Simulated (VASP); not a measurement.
Here is a VASP 6.6.1 calculation.

File INCAR:

```
SYSTEM = Be4Sb3
ALGO = Normal ; EDIFF = 1E-6
EDIFFG = -0.01 ; ENCUT = 600
GGA = PE ; IBRION = 2
ISIF = 3 ; ISMEAR = 0
LASPH = .TRUE. ; LCHARG = .FALSE.
LREAL = .FALSE. ; LWAVE = .FALSE.
NELM = 100 ; NSW = 100
PREC = Accurate ; SIGMA = 0.1
```

KPOINTS

```
k-points
0
G
  8 8 8
  0 0 0
```

The input POSCAR:

```
Be4Sb3
1.0
   -3.2149845797      3.2149845797      3.2149845797
    3.2149845797     -3.2149845797      3.2149845797
    3.2149845797      3.2149845797     -3.2149845797
Be Sb
4 3
Direct
    0.5000000000      0.5000000000      0.5000000000
    0.0000000000      0.0000000000      0.5000000000
    0.0000000000      0.5000000000      0.0000000000
    0.5000000000      0.0000000000      0.0000000000
    0.0000000000      0.5000000000      0.5000000000
    0.5000000000      0.0000000000      0.5000000000
    0.5000000000      0.5000000000      0.0000000000
```

Potentials or basis: VASP PAW PBE potentials, release 64 (Be, Sb).

Run with:

```bash
$ cat potpaw_PBE.64/Be/POTCAR potpaw_PBE.64/Sb/POTCAR > POTCAR
$ mpirun -np 1 vasp_std > vasp.out
```

Q: What does it give for the relaxed volume?

A: 18.93 Å³/atom.

Q: What does it give for the relaxed cell?

A: a = 5.563 Å, b = 5.563 Å, c = 5.563 Å, α = 109.47°, β = 109.47°, γ = 109.47°.

Q: Predict the space group after relaxing (to 0.05 Å).

A: Im-3m (No. 229).

Final structure:
```
Be Sb
1.0
    -3.21191    3.21191    3.21191
     3.21191   -3.21191    3.21191
     3.21191    3.21191   -3.21191
Be Sb
4 3
Direct
  0.50000 0.50000 0.50000
  0.00000 0.00000 0.50000
  0.00000 0.50000 0.00000
  0.50000 0.00000 0.00000
  0.00000 0.50000 0.50000
  0.50000 0.00000 0.50000
  0.50000 0.50000 0.00000
```
